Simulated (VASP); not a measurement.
# Si3H2N4O in VASP: further runs

The runs below take Si3H2N4O through single point, with PBE+D3(BJ).

Everything below comes from runs of VASP 6.6.1. Logs are shortened: lines on timing, memory, paths and dates and some standing lists are left out, and cuts for length are marked.

## (1) The cell of the first run

The cell holds a slab with vacuum, 40 atoms: a = 5.823 Å, b = 7.619 Å, c = 28.671 Å, α = 90.00°, β = 90.00°, γ = 90.00°.

## (2) Single point, PBE+D3(BJ)

INCAR reads:

```
SYSTEM = Si3H2N4O
PREC     = Accurate       ! precision mode
ENCUT    = 520            ! plane-wave cutoff, eV
EDIFF    = 1E-6           ! SCF threshold, eV
ISMEAR   = 0              ! smearing method
SIGMA    = 0.05           ! smearing width, eV
LREAL    = Auto         
LASPH    = .True.         ! aspherical terms in the spheres
NELM     = 60             ! most SCF steps
ALGO     = Normal         ! electronic algorithm
ISIF     = 2              ! what is computed and relaxed
LWAVE    = .False.        ! write WAVECAR
LCHARG   = .False.        ! write CHGCAR
LDIPOL   = .True.       
IDIPOL   = 3            
DIPOL    = 0.5 0.5 0.452
GGA      = PE             ! functional
IVDW     = 12             ! dispersion correction
NBANDS   = 106            ! bands
```

KPOINTS reads:

```
Automatic mesh
0
Gamma
  3 2 1
  0 0 0
```

POSCAR reads:

```
Si3H2N4O
1.0
    5.8226178771      0.0000000000      0.0000000000
    0.0000000000      7.6192383024      0.0000000000
    0.0000000000      0.0000000000     28.6709630303
Si N O H
12 16 4 8
Direct
    0.3750000000      0.5290403533      0.3577732296
    0.8750000000      0.5290403533      0.3577732296
    0.1250000000      0.2098373762      0.3978370686
    0.6250000000      0.2098373762      0.3978370686
    0.1250000000      0.8192029770      0.4112040025
    0.6250000000      0.8192029770      0.4112040025
    0.3712337122      0.1806400403      0.4913966530
    0.8714088070      0.1817433150      0.4918607860
    0.3738655936      0.7873476712      0.5048408665
    0.8739971767      0.7878432669      0.5047506102
    0.1241886596      0.4685504657      0.5454981929
    0.6215602221      0.4676302680      0.5448517619
    0.1250000000      0.0000000000      0.3745531305
    0.6250000000      0.0000000000      0.3745531305
    0.1250000000      0.6350876237      0.3753331320
    0.6250000000      0.6350876237      0.3753331320
    0.3750000000      0.3200857023      0.3822108628
    0.8750000000      0.3200857023      0.3822108628
    0.3750000000      0.8150019214      0.4443901108
    0.8750000000      0.8150019214      0.4443901108
    0.1202707015      0.1901469043      0.4582961308
    0.6214774619      0.1906000451      0.4583119181
    0.1232330789      0.6771597943      0.5211109840
    0.6243273671      0.6767715911      0.5211306883
    0.3718717220      0.3612918633      0.5285227346
    0.8726287535      0.3618601369      0.5299126314
    0.3740429993     -0.0027897581      0.5261837635
    0.8736695782     -0.0023904421      0.5263320940
    0.3609698830      0.5168967983      0.2999696901
    0.8608984351      0.5170691950      0.2999632119
    0.1511064105      0.4850865440      0.6028683264
    0.6114522689      0.4825524255      0.6032673699
    0.5111608607      0.5056901186      0.2850367637
    1.0110379084      0.5057050131      0.2850203506
    0.2323118811      0.9851945245      0.3467568367
    0.7319632791      0.9852042044      0.3467046774
    0.3514773416      0.0166312775      0.5609119630
    0.8473834184      0.0156828197      0.5610057761
    0.0375840651      0.5616150751      0.6199241534
    0.4472046253      0.4871250011      0.6131452360
```

Potentials or basis: VASP PAW PBE potentials, release 64 (Si, N, O, H).

Command:

```sh
$ cat potpaw_PBE.64/Si/POTCAR potpaw_PBE.64/N/POTCAR potpaw_PBE.64/O/POTCAR potpaw_PBE.64/H/POTCAR > POTCAR
$ mpirun -np 1 vasp_std > vasp.out
```

OUTCAR:

```text
SYSTEM = Si3H2N4O
   PREC = Accurate
   ENCUT = 520
   EDIFF = 1E-6
   ISMEAR = 0
   LREAL = Auto
   LASPH = .True.
   NELM = 60
   ISIF = 2
   GGA = PE
   IVDW = 12
 IVDW          = 12

 ion  position               nearest neighbor table
   1  0.375  0.529  0.358-  29 1.66  16 1.74  15 1.74  17 1.74   2 2.91   2 2.91   6 3.06   5 3.06
                             4 3.06   3 3.06
   2  0.875  0.529  0.358-  30 1.66  16 1.74  15 1.74  18 1.74   1 2.91   1 2.91   6 3.06   5 3.06
                             4 3.06   3 3.06
   3  0.125  0.210  0.398-  13 1.73  17 1.74  18 1.74  21 1.74   4 2.91   4 2.91   5 3.00   7 3.05
                             1 3.06   2 3.06   8 3.08
   4  0.625  0.210  0.398-  14 1.73  17 1.74  18 1.74  22 1.74   3 2.91   3 2.91   6 3.00   2 3.06
                             1 3.06   8 3.06   7 3.07
   5  0.125  0.819  0.411-  13 1.73  19 1.74  20 1.74  15 1.74   6 2.91   6 2.91   3 3.00   2 3.06
                             1 3.06   9 3.06  10 3.06
   6  0.625  0.819  0.411-  14 1.73  19 1.74  20 1.74  16 1.74   5 2.91   5 2.91   4 3.00  10 3.06
                             1 3.06   2 3.06   9 3.07
   7  0.371  0.181  0.491-  27 1.72  25 1.74  22 1.74  21 1.74   8 2.91   8 2.91   9 3.02  12 3.04
                            11 3.05   3 3.05   4 3.07
   8  0.871  0.182  0.492-  28 1.72  21 1.74  22 1.75  26 1.75   7 2.91   7 2.91  10 3.02  12 3.03
                            11 3.05   4 3.06   3 3.08
   9  0.374  0.787  0.505-  27 1.71  19 1.75  23 1.75  24 1.75  10 2.91  10 2.91   7 3.02  12 3.05
[... 21 lines left out ...]
  27  0.374  0.997  0.526-  37 1.02   9 1.71   7 1.72
  28  0.874  0.998  0.526-  38 1.02  10 1.71   8 1.72
  29  0.361  0.517  0.300-  33 0.98   1 1.66
  30  0.861  0.517  0.300-  34 0.98   2 1.66
  31  0.151  0.485  0.603-  39 1.01  11 1.66
  32  0.611  0.483  0.603-  40 1.00  12 1.68
  33  0.511  0.506  0.285-  29 0.98
  34  0.011  0.506  0.285-  30 0.98
  35  0.232  0.985  0.347-  13 1.02
  36  0.732  0.985  0.347-  14 1.02
  37  0.351  0.017  0.561-  27 1.02
  38  0.847  0.016  0.561-  28 1.02
  39  0.038  0.562  0.620-  31 1.01
  40  0.447  0.487  0.613-  32 1.00

  LATTYP: Found a simple orthorhombic cell.
 ALAT       =     5.8226178771
 B/A-ratio  =     1.3085588756
 C/A-ratio  =     4.9240674273

  Lattice vectors:

 A1 = (   5.8226178771,   0.0000000000,   0.0000000000)
 A2 = (   0.0000000000,   7.6192383024,   0.0000000000)
 A3 = (   0.0000000000,   0.0000000000,  28.6709630303)

Analysis of symmetry for initial positions (statically):
=====================================================================
 Subroutine PRICEL returns:
 Original cell was already a primitive cell.

 Routine SETGRP: Setting up the symmetry group for a
 simple orthorhombic supercell.

 Subroutine GETGRP returns: Found  1 space group operations
 (whereof  1 operations were pure point group operations)
 out of a pool of  8 trial point group operations.

The static configuration has the point symmetry C_1 .

Analysis of symmetry for dynamics (positions and initial velocities):
=====================================================================
 Subroutine PRICEL returns:
 Original cell was already a primitive cell.

 Routine SETGRP: Setting up the symmetry group for a
 simple orthorhombic supercell.

 Subroutine GETGRP returns: Found  1 space group operations
 (whereof  1 operations were pure point group operations)
 out of a pool of  8 trial point group operations.

The dynamic configuration has the point symmetry C_1 .

 Subroutine INISYM returns: Found  1 space group operations
 (whereof  1 operations are pure point group operations),
 and found     1 'primitive' translations

----------------------------------------------------------------------------------------

                                     Primitive cell

  volume of cell :    1271.9561

  direct lattice vectors                    reciprocal lattice vectors
     5.822617877  0.000000000  0.000000000     0.171744054  0.000000000  0.000000000
     0.000000000  7.619238302  0.000000000     0.000000000  0.131246715  0.000000000
     0.000000000  0.000000000 28.670963030     0.000000000  0.000000000  0.034878494
[... 90 lines left out ...]

 KPOINTS: Automatic mesh

Automatic generation of k-mesh.
 Grid dimensions read from file:
 generate k-points for:    3    2    1

 Generating k-lattice:

  Cartesian coordinates                     Fractional coordinates (reciprocal lattice)
     0.057248018  0.000000000  0.000000000     0.333333333  0.000000000  0.000000000
     0.000000000  0.065623358  0.000000000     0.000000000  0.500000000  0.000000000
     0.000000000  0.000000000  0.034878494     0.000000000  0.000000000  1.000000000

  Length of vectors
     0.057248018  0.065623358  0.034878494

  Shift w.r.t. Gamma in fractional coordinates (k-lattice)
     0.000000000  0.000000000  0.000000000

 Subroutine IBZKPT returns following result:
[... 23 lines left out ...]
   LNONCOLLINEAR =      F non collinear calculations
   LSORBIT =      F    spin-orbit coupling
   LASPH  =      T    aspherical Exc in radial PAW
   ENCUT  =  520.0 eV  38.22 Ry    6.18 a.u.  10.83 14.17 53.31*2*pi/ulx,y,z
   NELM   =     60;   NELMIN=  2; NELMDL= -5     # of ELM steps
   EDIFF  = 0.1E-05   stopping-criterion for ELM
   LREAL  =      T    real-space projection
   EDIFFG = 0.1E-04   stopping-criterion for IOM
   NSW    =      0    number of steps for IOM
   IBRION =     -1    ionic relax: 0-MD 1-quasi-New 2-CG
   NFREE  =      0    steps in history (QN), initial steepest desc. (CG)
   ISIF   =      2    stress and relaxation
   ISYM   =      2    0-nonsym 1-usesym 2-fastsym
   POTIM  = 0.5000    time-step for ionic-motion
   TEBEG  =    0.0;   TEEND  =   0.0 temperature during run
   PSTRESS=    0.0 pullay stress
   NELECT =     160.0000    total number of electrons
   NUPDOWN=      -1.0000    fix difference up-down
   EMIN   =  10.00;   EMAX   =-10.00  energy-range for DOS
   EFERMI =   0.00;   METHOD = LEGACY
   ISMEAR =     0;   SIGMA  =   0.05  broadening in eV -4-tet -1-fermi 0-gaus
   EFERMI_NEDOS =   21; number of points for ismear=-14 and -15
   IALGO  =     38    algorithm
   IMIX   =      4    mixing-type and parameters
     AMIX     =   0.40;   BMIX     =  1.00
     AMIX_MAG =   1.60;   BMIX_MAG =  1.00
  volume/ion in A,a.u.               =      31.80       214.59
  Fermi-wavevector in a.u.,A,eV,Ry     =   0.820271  1.550088  9.154609  0.672845
  Thomas-Fermi vector in A             =   1.931224
   LORBIT       =      0    0 simple, 1 ext, 2 COOP (PROOUT), +10 PAW based schemes
   GGA     = PE    functional components
   LHFCALC =     F    Hartree Fock is set to
   AEXX    =    0.0000 exact exchange contribution
   IVDW    =    12    specifies the selected vdW correction
   LEPSILON=     F    determine dielectric tensor
   LRPA    =     F    only Hartree local field effects (RPA)
 non-spin polarized calculation
 Gauss-broadening in eV      SIGMA  =   0.05
  energy-cutoff  :      520.00
  volume of cell :     1271.96
 maximum number of plane-waves:     34340
 NGX is ok and might be reduce to    48
   NGX = 21   NGY = 29   NGZ =107

 number of electron     159.9999999 magnetization

 dipolmoment           0.000000      0.000000     -0.019171 electrons x Angstroem

 Free energy of the ion-electron system (eV)
  ---------------------------------------------------
  ext. energy  EPLUGINS =         0.00000000
  ---------------------------------------------------
  free energy    TOTEN  =      -288.09211087 eV

  energy without entropy =     -288.09211087  energy(sigma->0) =     -288.09211087

 E-fermi :  -1.7593     XC(G=0):  -3.5051

 val. band max:       -2.0213270572   @ k =   0.0000   0.5000   0.0000
 cond. band min:       1.5668946083   @ k =   0.0000   0.0000   0.0000
 fundamental gap:      3.5882216654
 Fermi energy:        -1.7592941913

 k-point     1 :       0.0000    0.0000    0.0000
  band No.  band energies     occupation
      1     -22.4219      2.00000
      2     -22.3320      2.00000
      3     -21.8114      2.00000
      4     -21.2602      2.00000
      5     -19.9151      2.00000
      6     -19.2167      2.00000
[... 369 lines left out ...]
     91       3.9083      0.00000
     92       4.0083      0.00000
 [bands above 92 left out]

------------------------ aborting loop because EDIFF is reached ----------------------------------------

 vacuum level on the upper side and lower side of the slab       (xc-potential included)        -0.138        -0.063

 Edisp (eV)   -5.76434

 E8    (eV) :    -2.0373

  FORCE on cell =-STRESS in cart. coord.  units (eV):
  Direction    XX          YY          ZZ          XY          YZ          ZX
  --------------------------------------------------------------------------------------
  -------------------------------------------------------------------------------------
  Total      -1.31414     0.13624    -1.31024    -1.72640    -0.99573     1.56100
  in kB      -1.65532     0.17161    -1.65040    -2.17461    -1.25424     1.96626
  external pressure =       -1.04 kB  Pullay stress =        0.00 kB

 VOLUME and BASIS-vectors are now :
 -----------------------------------------------------------------------------
  energy-cutoff  :      520.00
  volume of cell :     1271.96
      direct lattice vectors                 reciprocal lattice vectors
     5.822617877  0.000000000  0.000000000     0.171744054  0.000000000  0.000000000
     0.000000000  7.619238302  0.000000000     0.000000000  0.131246715  0.000000000
     0.000000000  0.000000000 28.670963030     0.000000000  0.000000000  0.034878494

 POSITION                                       TOTAL-FORCE (eV/Angst)
 -----------------------------------------------------------------------------------
      2.18348      4.03088     10.25770        -0.061566      0.232870      0.553804
      5.09479      4.03088     10.25770        -0.061586      0.222290      0.553180
      0.72783      1.59880     11.40637        -0.066605      0.088998      0.043777
      3.63914      1.59880     11.40637         0.013280      0.107007      0.033193
      0.72783      6.24170     11.78961        -0.076803     -0.011906     -0.223579
      3.63914      6.24170     11.78961        -0.049104     -0.025265     -0.213249
[... 32 lines left out ...]
      0.21884      4.27908     17.77382         0.840720     -1.033620     -0.788020
      2.60390      3.71152     17.57946         0.503083      0.022691      0.003964
 -----------------------------------------------------------------------------------
    total drift:                                0.007858      0.005188      0.006880

  FREE ENERGIE OF THE ION-ELECTRON SYSTEM (eV)
  ---------------------------------------------------
  free  energy   TOTEN  =      -293.8564484037 eV

  energy  without entropy=     -293.8564484037  energy(sigma->0) =     -293.85644840

 vacuum level on the upper side and lower side of the slab         2.913         2.990
```

It took 23 min on 1 thread of Intel Xeon 6975P-C (Granite Rapids), shared host; peak memory 1.4 GiB.

What came out:

* Free energy: -293.8564 eV
* Largest force: 1.881 eV/Å
* Band gap on the k mesh: 3.59 eV, indirect (least direct gap 3.61 eV)
* Dispersion energy per atom: -0.144 eV

Forces on the atoms (eV/Å):
```
Si  -0.062  0.233  0.554
Si  -0.062  0.222  0.553
Si  -0.067  0.089  0.044
Si   0.013  0.107  0.033
Si  -0.077 -0.012 -0.224
Si  -0.049 -0.025 -0.213
Si  -0.032  0.067  0.016
Si   0.027  0.068 -0.002
Si   0.123 -0.020 -0.024
Si  -0.125 -0.037 -0.042
Si  -0.090 -0.113 -0.765
Si  -0.081  0.040  0.922
N   -0.041  0.092  0.296
N   -0.061  0.091  0.310
N    0.087 -0.392 -0.346
N    0.083 -0.388 -0.345
N   -0.069  0.084 -0.344
N   -0.068  0.106 -0.372
N    0.158 -0.102  0.152
N    0.198 -0.091  0.085
N   -0.013 -0.033 -0.028
N   -0.001 -0.005  0.014
N   -0.003 -0.032  0.116
N    0.013  0.132 -0.150
N   -0.253 -0.027 -0.074
N    0.163 -0.016 -0.047
N   -0.009 -0.011  0.016
N    0.011 -0.037  0.033
O   -0.063  0.003  0.012
O   -0.063  0.002  0.012
O   -1.081  0.949  1.212
O    0.017  0.046 -0.434
H    0.079 -0.008 -0.071
H    0.079 -0.008 -0.071
H   -0.011 -0.005 -0.009
H   -0.008 -0.004 -0.007
H    0.002  0.011 -0.014
H   -0.009  0.034 -0.014
H    0.841 -1.034 -0.788
H    0.503  0.023  0.004
```

Levels at points of the mesh, in eV from the valence-band top:
```
           k point  band 77  band 78  band 79  band 80  band 81  band 82  band 83  band 84
(0.00, 0.00, 0.00)    -0.97    -0.87    -0.36    -0.02     3.59     3.97     4.33     4.50
(0.00, 0.50, 0.00)    -1.29    -1.16    -0.31     0.00     4.09     4.38     4.47     4.58
```

## (3) Single point, PBE+D3(BJ)

This run uses another cell than the first one, of 31.59 Å³/atom, 0.993 times its volume.

INCAR reads:

```
SYSTEM = Si3H2N4O
ALGO = Normal ; DIPOL = 0.5 0.5 0.455
EDIFF = 1E-6 ; ENCUT = 520
GGA = PE ; IDIPOL = 3
ISIF = 2 ; ISMEAR = 0
IVDW = 12 ; LASPH = .TRUE.
LCHARG = .TRUE. ; LDIPOL = .TRUE.
LELF = .TRUE. ; LREAL = Auto
LVACPOTAV = .TRUE. ; LVHAR = .TRUE.
LWAVE = .FALSE. ; NBANDS = 106
NELM = 80 ; PREC = Accurate
SIGMA = 0.05
```

KPOINTS reads:

```
k-points
0
G
  3 2 1
  0 0 0
```

POSCAR reads:

```
Si3H2N4O
1.0
    5.8226178798      0.0000000000      0.0000000000
    0.0000000000      7.6192383052      0.0000000000
    0.0000000000      0.0000000000     28.4827672050
Si N O H
12 16 4 8
Direct
    0.3750000000      0.5290403528      0.3601371653
    0.8750000000      0.5290403528      0.3601371653
    0.1250000000      0.2098373759      0.4004657205
    0.6250000000      0.2098373759      0.4004657205
    0.1250000000      0.8192029769      0.4139209743
    0.6250000000      0.8192029769      0.4139209743
    0.3716884162      0.1793411508      0.4947841396
    0.8719164012      0.1803759480      0.4954148662
    0.3743452698      0.7857077085      0.5079976350
    0.8740584545      0.7864575877      0.5079790286
    0.1249799311      0.4678621243      0.5490159286
    0.6218711278      0.4663450358      0.5488989177
    0.1250000000      0.0000000000      0.3770279370
    0.6250000000      0.0000000000      0.3770279370
    0.1250000000      0.6350876231      0.3778130922
    0.6250000000      0.6350876231      0.3778130922
    0.3750000000      0.3200857017      0.3847362667
    0.8750000000      0.3200857017      0.3847362667
    0.3750000000      0.8150019214      0.4473263551
    0.8750000000      0.8150019214      0.4473263551
    0.1207214674      0.1903022793      0.4614418653
    0.6221714815      0.1906161878      0.4614864603
    0.1235651398      0.6749702207      0.5239585268
    0.6245141469      0.6742276856      0.5240337482
    0.3722242807      0.3582774380      0.5329026245
    0.8734729583      0.3595982774      0.5342512695
    0.3734761557     -0.0047147799      0.5295873531
    0.8731969192     -0.0043139916      0.5298700064
    0.3609576342      0.5168080035      0.3019568853
    0.8609053682      0.5170210898      0.3019493533
    0.1514391458      0.4921006679      0.6069693193
    0.6118673873      0.4898366928      0.6073993171
    0.5111456409      0.5056288624      0.2869229051
    1.0110390766      0.5056625567      0.2869056890
    0.2330389951      0.9852399860      0.3491614230
    0.7331217826      0.9853003338      0.3491749130
    0.3635223720      0.0146927094      0.5647770333
    0.8658057724      0.0111382542      0.5652784585
    0.0675849830      0.5938599318      0.6204545474
    0.4472785488      0.4895531160      0.6167635667
```

Potentials or basis: VASP PAW PBE potentials, release 64 (Si, N, O, H).

Command:

```sh
$ cat potpaw_PBE.64/Si/POTCAR potpaw_PBE.64/N/POTCAR potpaw_PBE.64/O/POTCAR potpaw_PBE.64/H/POTCAR > POTCAR
$ mpirun -np 1 vasp_std > vasp.out
```

Run time: 32 min. Hardware: 1 thread of Intel Xeon Platinum 8259CL at 2.50GHz (Skylake/Cascade Lake), shared host; peak memory 1.4 GiB.

It converged, with:

```
Free energy                : -293.8132 eV
Largest force              : 1.179 eV/Å
Band gap on the k mesh     : 3.58 eV, indirect (least direct gap 3.60 eV)
Dispersion energy per atom : -0.144 eV
```

Forces in eV/Å, atoms in the order of the input:
```
Si  -0.059  0.241  0.551
Si  -0.063  0.226  0.551
Si  -0.068  0.092  0.120
Si   0.033  0.107  0.119
Si  -0.081 -0.016 -0.212
Si  -0.046 -0.037 -0.204
Si  -0.028  0.092  0.032
Si   0.028  0.170 -0.009
Si   0.159 -0.036 -0.022
Si  -0.161 -0.134 -0.124
Si  -0.075 -0.169 -0.440
Si  -0.001  0.133  0.961
N   -0.041  0.094  0.295
N   -0.063  0.095  0.310
N    0.087 -0.394 -0.347
N    0.080 -0.392 -0.349
N   -0.060  0.071 -0.327
N   -0.063  0.098 -0.365
N    0.144 -0.089  0.047
N    0.179 -0.070  0.014
N   -0.014 -0.042 -0.024
N    0.007 -0.025  0.011
N   -0.033  0.061  0.114
N    0.026  0.166 -0.188
N   -0.199 -0.049 -0.125
N    0.140 -0.062 -0.116
N   -0.019 -0.023  0.013
N    0.021 -0.088  0.102
O   -0.062  0.002  0.012
O   -0.063  0.002  0.012
O   -0.593  0.839  0.580
O    0.063 -0.116 -0.525
H    0.080 -0.008 -0.070
H    0.079 -0.008 -0.071
H   -0.009 -0.003 -0.013
H   -0.008 -0.003 -0.013
H    0.020  0.025 -0.002
H   -0.026  0.121 -0.074
H    0.329 -0.928 -0.322
H    0.361  0.056  0.098
```

Levels at points of the mesh, in eV from the valence-band top:
| k point | band 76 | band 77 | band 78 | band 79 | band 80 | band 81 | band 82 | band 83 | band 84 | band 85 |
| --- | --- | --- | --- | --- | --- | --- | --- | --- | --- | --- |
| (0.00, 0.00, 0.00) | -1.14 | -0.96 | -0.87 | -0.37 | -0.02 | 3.58 | 3.98 | 4.33 | 4.50 | 4.65 |
| (0.00, 0.50, 0.00) | -1.31 | -1.29 | -1.15 | -0.32 | 0.00 | 4.07 | 4.38 | 4.53 | 4.58 | 4.71 |
